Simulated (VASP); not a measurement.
# AlN (P6_3/mmc) in VASP: a series of runs

AlN is run at these levels: PBE, PBEsol; tasks: G0W0 quasiparticle levels, dielectric tensor, vibrations by perturbation theory.

Program: VASP 6.6.1. These are calculated values, not measurements. Logs are shortened: lines on timing, memory, paths and dates and some standing lists are left out, and cuts for length are marked.

## 1. The cell of the first run

The structure is hexagonal, space group P6_3/mmc (No. 194). Conventional cell: a = 3.292 Å, b = 3.292 Å, c = 4.137 Å, α = 90.00°, β = 90.00°, γ = 120.00°. Al (site symmetry -6m2) has 5 N at 1.90 to 2.07 Å within 2.5 Å. N (site symmetry -6m2) has 5 Al at 1.90 to 2.07 Å within 2.5 Å.

## 2. G0W0 quasiparticle levels, PBE

The input, POSCAR:

```
AlN
1.0
    3.2923469533      0.0000000000      0.0000000000
   -1.6461734767      2.8512560996      0.0000000000
    0.0000000000      0.0000000000      4.1369585597
Al N
2 2
Direct
    0.3333333333      0.6666666667      0.2500000000
    0.6666666667      0.3333333333      0.7500000000
    0.6666666667      0.3333333333      0.2500000000
    0.3333333333      0.6666666667      0.7500000000
```

The input, INCAR.step1:

```
PREC = Accurate
ENCUT = 500
EDIFF = 1E-8
ISMEAR = 0
SIGMA = 0.01
LREAL = False
LASPH = True
NELM = 80
ALGO = Normal
LWAVE = True
LCHARG = False
GGA = PE
```

The input, INCAR.step2:

```
PREC = Accurate
ENCUT = 500
EDIFF = 1E-8
ISMEAR = 0
SIGMA = 0.01
LREAL = False
LASPH = True
NELM = 1
ALGO = Exact
LWAVE = True
LCHARG = False
GGA = PE
NBANDS = 123
LOPTICS = True
ISTART = 1
```

The input, INCAR.step3:

```
PREC = Accurate
ENCUT = 500
EDIFF = 1E-8
ISMEAR = 0
SIGMA = 0.01
LREAL = False
LASPH = True
ALGO = EVGW0
LWAVE = False
LCHARG = False
GGA = PE
NELMGW = 1
NBANDS = 123
ENCUTGW = 120.0
NOMEGA = 96
PRECFOCK = Fast
ISTART = 1
NBANDSGW = 16
OMEGAMAX = 20
```

The input, KPOINTS:

```
regular mesh
0
Gamma
  6 6 4
```

Potentials or basis: VASP PAW PBE potentials, release 64 (Al_GW, N_GW).

Started as:

```console
$ cat potpaw_PBE.64/Al_GW/POTCAR potpaw_PBE.64/N_GW/POTCAR > POTCAR
$ cp INCAR.step1 INCAR
$ mpirun -np 1 vasp_std > vasp.out
$ cp INCAR.step2 INCAR
$ mpirun -np 1 vasp_std > vasp.out
$ cp INCAR.step3 INCAR
$ mpirun -np 1 vasp_std > vasp.out
```

OUTCAR:

```text
PREC = Accurate
   ENCUT = 500
   EDIFF = 1E-8
   ISMEAR = 0
   LREAL = False
   LASPH = True
   GGA = PE
   NELMGW = 1
   ENCUTGW = 120.0
   PRECFOCK = Fast
   ISTART = 1

 ion  position               nearest neighbor table
   1  0.333  0.667  0.250-   3 1.90   3 1.90   3 1.90   4 2.07   4 2.07
   2  0.667  0.333  0.750-   4 1.90   4 1.90   4 1.90   3 2.07   3 2.07
   3  0.667  0.333  0.250-   1 1.90   1 1.90   1 1.90   2 2.07   2 2.07
   4  0.333  0.667  0.750-   2 1.90   2 1.90   2 1.90   1 2.07   1 2.07

  LATTYP: Found a hexagonal cell.
 ALAT       =     3.2923469533
 C/A-ratio  =     1.2565378493

  Lattice vectors:

 A1 = (   3.2923469533,   0.0000000000,   0.0000000000)
 A2 = (  -1.6461734767,   2.8512560996,   0.0000000000)
 A3 = (   0.0000000000,   0.0000000000,   4.1369585597)

Analysis of symmetry for initial positions (statically):
=====================================================================
 Subroutine PRICEL returns:
 Original cell was already a primitive cell.

 Routine SETGRP: Setting up the symmetry group for a
 hexagonal supercell.

 Subroutine GETGRP returns: Found 24 space group operations
 (whereof 12 operations were pure point group operations)
 out of a pool of 24 trial point group operations.

The static configuration has the point symmetry D_3d.
 The point group associated with its full space group is D_6h.

Analysis of symmetry for dynamics (positions and initial velocities):
=====================================================================
 Subroutine PRICEL returns:
 Original cell was already a primitive cell.

 Routine SETGRP: Setting up the symmetry group for a
 hexagonal supercell.

 Subroutine GETGRP returns: Found 24 space group operations
 (whereof 12 operations were pure point group operations)
 out of a pool of 24 trial point group operations.

The dynamic configuration has the point symmetry D_3d.
 The point group associated with its full space group is D_6h.

 Subroutine INISYM returns: Found 24 space group operations
 (whereof 12 operations are pure point group operations),
 and found     1 'primitive' translations

----------------------------------------------------------------------------------------

                                     Primitive cell

  volume of cell :      38.8350

  direct lattice vectors                    reciprocal lattice vectors
     3.292346953  0.000000000  0.000000000     0.303734696  0.175361308  0.000000000
    -1.646173477  2.851256100  0.000000000     0.000000000  0.350722617  0.000000000
     0.000000000  0.000000000  4.136958560     0.000000000  0.000000000  0.241723475

  length of vectors
     3.292346953  3.292346953  4.136958560     0.350722617  0.350722617  0.241723475

  position of ions in fractional coordinates (direct lattice)
     0.333333333  0.666666667  0.250000000
     0.666666667  0.333333333  0.750000000
     0.666666667  0.333333333  0.250000000
     0.333333333  0.666666667  0.750000000

  ion indices of the primitive-cell ions
   primitive index   ion index
                 1           1
                 2           2
                 3           3
                 4           4

----------------------------------------------------------------------------------------

 KPOINTS: regular mesh

Automatic generation of k-mesh.
 Grid dimensions read from file:
 generate k-points for:    6    6    4

 Generating k-lattice:

  Cartesian coordinates                     Fractional coordinates (reciprocal lattice)
     0.050622449  0.029226885  0.000000000     0.166666667 -0.000000000  0.000000000
     0.000000000  0.058453769  0.000000000     0.000000000  0.166666667  0.000000000
     0.000000000  0.000000000  0.060430869     0.000000000  0.000000000  0.250000000

  Length of vectors
     0.058453769  0.058453769  0.060430869

  Shift w.r.t. Gamma in fractional coordinates (k-lattice)
     0.000000000  0.000000000  0.000000000

 Subroutine IBZKPT returns following result:
 ===========================================

 Found     21 irreducible k-points:

 Following reciprocal coordinates:
            Coordinates               Weight
  0.000000  0.000000  0.000000      1.000000
  0.166667  0.000000  0.000000      6.000000
  0.333333  0.000000  0.000000      6.000000
  0.500000  0.000000  0.000000      3.000000
  0.166667  0.166667  0.000000      6.000000
  0.333333  0.166667  0.000000     12.000000
[... 13 lines left out ...]
  0.333333  0.166667  0.500000     12.000000
  0.333333  0.333333  0.500000      2.000000
   k-points           NKPTS =     21   k-points in BZ     NKDIM =    144   number of bands    NBANDS=    123
   number of dos      NEDOS =    301   number of ions     NIONS =      4
   total plane-waves  NPLWV =  17280
   dimension x,y,z NGX =    24 NGY =   24 NGZ =   30
   dimension x,y,z NGXF=    48 NGYF=   48 NGZF=   60
   ions per type =               2   2
   NGX,Y,Z   is equivalent  to a cutoff of  12.12, 12.12, 12.06 a.u.
   NGXF,Y,Z  is equivalent  to a cutoff of  24.24, 24.24, 24.11 a.u.
 SYSTEM =  unknown system
   PREC   = accura    normal or accurate (medium, high low for compatibility)
   ISTART =      1    job   : 0-new  1-cont  2-samecut
   ICHARG =      0    charge: 1-file 2-atom 10-const
   ISPIN  =      1    spin polarized calculation?
   LNONCOLLINEAR =      F non collinear calculations
   LSORBIT =      F    spin-orbit coupling
   LASPH  =      T    aspherical Exc in radial PAW
   ENCUT  =  500.0 eV  36.75 Ry    6.06 a.u.   6.00  6.00  7.54*2*pi/ulx,y,z
   NELM   =     60;   NELMIN=  2; NELMDL=  0     # of ELM steps
   EDIFF  = 0.1E-07   stopping-criterion for ELM
   LREAL  =      F    real-space projection
   EDIFFG = 0.1E-06   stopping-criterion for IOM
   NSW    =      0    number of steps for IOM
   IBRION =     -1    ionic relax: 0-MD 1-quasi-New 2-CG
   NFREE  =      0    steps in history (QN), initial steepest desc. (CG)
   ISIF   =      0    stress and relaxation
   ISYM   =      3    0-nonsym 1-usesym 2-fastsym
   POTIM  = 0.5000    time-step for ionic-motion
   TEBEG  =    0.0;   TEEND  =   0.0 temperature during run
   PSTRESS=    0.0 pullay stress
   NELECT =      16.0000    total number of electrons
   NUPDOWN=      -1.0000    fix difference up-down
   EMIN   =  10.00;   EMAX   =-10.00  energy-range for DOS
   EFERMI =   0.00;   METHOD = LEGACY
   ISMEAR =     0;   SIGMA  =   0.01  broadening in eV -4-tet -1-fermi 0-gaus
   EFERMI_NEDOS =   21; number of points for ismear=-14 and -15
   IALGO  =     38    algorithm
   IMIX   =      4    mixing-type and parameters
     AMIX     =   0.40;   BMIX     =  1.00
     AMIX_MAG =   1.60;   BMIX_MAG =  1.00
  volume/ion in A,a.u.               =       9.71        65.52
  Fermi-wavevector in a.u.,A,eV,Ry     =   1.218168  2.302004 20.190136  1.483933
  Thomas-Fermi vector in A             =   2.353464
   LORBIT       =      0    0 simple, 1 ext, 2 COOP (PROOUT), +10 PAW based schemes
   GGA     = PE    functional components
   LHFCALC =     T    Hartree Fock is set to
   PRECFOCK=fast      Normal, Fast or Accurate (Low or Medium for compatibility)
   ENCUT4O =  -1.0   cutoff for four orbital integrals eV
   NKREDX  =     1    reduce k-point grid by
   NKREDY  =     1    reduce k-point grid by
   NKREDZ  =     1    reduce k-point grid by
   AEXX    =    1.0000 exact exchange contribution
   HFSCREEN=    0.0000 screening length (either q_TF or 0.3 A-1)
   HFSCREENC=   0.0000 screening length for correlation (either q_TF or 0.3 A-1)
   ENCUTFOCK=  -1.0 apply spherical cutoff to Coloumb kernel
   IVDW    =     0    specifies the selected vdW correction
   LEPSILON=     F    determine dielectric tensor
   LRPA    =     F    only Hartree local field effects (RPA)
   LRPAFORCE           =     F    calculate RPA forces
   ENCUTGW             = 120.0    cutoff for response function in eV
   ENCUTGWSOFT         =  96.0    soft cutoff for Coulomb kernel in GW response function in eV
   ENCUTLF             =  -1.0    cutoff for local field effects
   NELMGW              =     1    number of iterations in solving QP/BSE equation
   NELMHF              =     1    number of iterations in the inner HF iteration
   NKREDLFX            =     1    NKREDLFY  =   1   NKREDLFZ  =   1
 non-spin polarized calculation
 Gauss-broadening in eV      SIGMA  =   0.01
  energy-cutoff  :      500.00
  volume of cell :       38.83
 maximum number of plane-waves:      1002
  NGX = 14; NGY = 14; NGZ = 18
   NGX = 13   NGY = 13   NGZ = 15
 maximum number of plane-waves:       126
 NGX is ok and might be reduce to    14

 QP shifts <psi_nk| G(iteration)W_0 |psi_nk>: iteration 1
 for sc-GW calculations column KS-energies equals QP-energies in previous step
 and V_xc(KS)=  KS-energies - (<T + V_ion + V_H > + <T+V_H+V_ion>^1  + <V_x>^1)

 k-point   1 :       0.0000    0.0000    0.0000
  band No.  KS-energies  QP-energies   sigma(KS)   V_xc(KS)     V^pw_x(r,r')   Z            occupation Imag(sigma)

      1      -9.8558     -11.3395     -16.7960     -14.7922     -24.8827       0.7404       2.0000       1.2463
      2      -6.0802      -7.2488     -18.5687     -17.0078     -26.2865       0.7487       2.0000       0.8389
      3       0.1178      -1.0824     -15.1041     -13.4743     -19.4027       0.7364       2.0000       0.1270
      4       3.7665       2.8194     -16.9559     -15.7348     -20.3848       0.7755       2.0000       0.0499
      5       3.7665       2.8194     -16.9559     -15.7348     -20.3848       0.7755       2.0000       0.0499
      6       5.4819       4.7024     -17.5246     -16.5325     -20.5911       0.7857       2.0000       0.0396
[... 8 lines left out ...]
     15      19.1126      20.0838      -9.4608     -10.6572      -4.4716       0.8118       0.0000      -0.0813
     16      19.1126      20.0838      -9.4608     -10.6572      -4.4716       0.8118       0.0000      -0.0813

 k-point   2 :       0.1667    0.0000    0.0000
  band No.  KS-energies  QP-energies   sigma(KS)   V_xc(KS)     V^pw_x(r,r')   Z            occupation Imag(sigma)

      1      -9.5383     -10.9902     -16.8999     -14.9357     -24.9458       0.7392       2.0000       1.2145
      2      -6.0893      -7.2560     -18.6187     -17.0582     -26.3437       0.7477       2.0000       0.8365
      3       0.4595      -0.7274     -15.1976     -13.5897     -19.3986       0.7381       2.0000       0.1131
      4       2.7500       1.7001     -16.0550     -14.6903     -19.5625       0.7693       2.0000       0.0588
      5       3.3629       2.3609     -16.6517     -15.3565     -20.1345       0.7736       2.0000       0.0531
      6       4.5544       3.6868     -16.8068     -15.6979     -19.9008       0.7824       2.0000       0.0439
[... 8 lines left out ...]
     15      18.0368      18.9380      -9.2821     -10.3885      -4.4194       0.8145       0.0000      -0.0704
     16      19.3287      20.4481      -9.9237     -11.3446      -4.5057       0.7878       0.0000      -0.1068
[... 348 lines left out ...]
      5       2.8291       1.7316     -15.6901     -14.2679     -19.1192       0.7717       2.0000       0.0585
      6       2.8291       1.7316     -15.6901     -14.2679     -19.1192       0.7717       2.0000       0.0585
[... 8 lines left out ...]
     15      19.6088      20.8540     -11.2501     -12.8588      -5.6209       0.7741       0.0000      -0.1329
     16      19.6088      20.8540     -11.2501     -12.8588      -5.6209       0.7741       0.0000      -0.1329

 k-point  21 :       0.3333    0.3333    0.5000
  band No.  KS-energies  QP-energies   sigma(KS)   V_xc(KS)     V^pw_x(r,r')   Z            occupation Imag(sigma)

      1      -7.0295      -8.2861     -18.2512     -16.5782     -26.0747       0.7511       2.0000       0.9456
      2      -7.0295      -8.2861     -18.2512     -16.5782     -26.0747       0.7511       2.0000       0.9456
      3       0.1532      -0.9989     -15.1158     -13.5490     -19.3382       0.7353       2.0000       0.1178
      4       0.1532      -0.9989     -15.1158     -13.5490     -19.3382       0.7353       2.0000       0.1178
      5       1.8824       0.6853     -14.9693     -13.4020     -18.5275       0.7637       2.0000       0.0689
      6       1.8824       0.6853     -14.9693     -13.4020     -18.5275       0.7637       2.0000       0.0689
[... 8 lines left out ...]
     15      19.9703      20.9597      -9.0211     -10.2778      -3.4075       0.7874       0.0000      -0.1480
     16      19.9703      20.9597      -9.0211     -10.2778      -3.4075       0.7874       0.0000      -0.1480
```

Run time: 5.8 min. Hardware: 1 thread of Intel Xeon 6975P-C (Granite Rapids), shared host; peak memory 0.61 GiB.

What came out:

* Quasiparticle gap: 4.85 eV
* Least direct quasiparticle gap: 4.85 eV
* Band gap of the starting levels on the mesh: 3.47 eV
* Least direct gap of the starting levels on the mesh: 3.47 eV

Caveat: the k points lie up to 0.38 Å⁻¹ apart; bands, screening cutoff and mesh are small and nothing is extrapolated, so the quasiparticle values aren't converged.

[end of part 1 of 2]
